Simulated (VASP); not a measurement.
Runs of VASP 6.6.1 on As. The structure is that of space group Pm-3m (No. 221), or close to it. The cells are those of the table. 

```tsv
task	cell	cutoff (eV)	k mesh for the DOS	occupations for the DOS	gap on the mesh (eV)	pressure (GPa)
single point	a = 2.269 Å, 1 atom	520	-	-	none	(a)
single point	a = 2.389 Å, 1 atom	520	-	-	none	71.4
single point	a = 2.690 Å, 1 atom	520	-	-	none	0.3
relaxation of cell and atoms	relaxed from a = 2.738 Å, 1 atom	600	-	-	none	0.0
```

Alike in all rows: level PBEsol; potentials or basis VASP PAW PBE potentials, release 64 (As); no spin polarisation; k mesh 14 × 14 × 14; smearing fermi-dirac 0.05 eV.

Task: Estimate the missing entries.

Result: (a) 144.9.

Caveats: the PAW data sets were made with another functional, which shifts forces and pressure a little.

A k mesh can miss the band edges, and the runs leave out spin-orbit coupling on As.

A gap of «none» marks levels without a gap at the run's occupations.
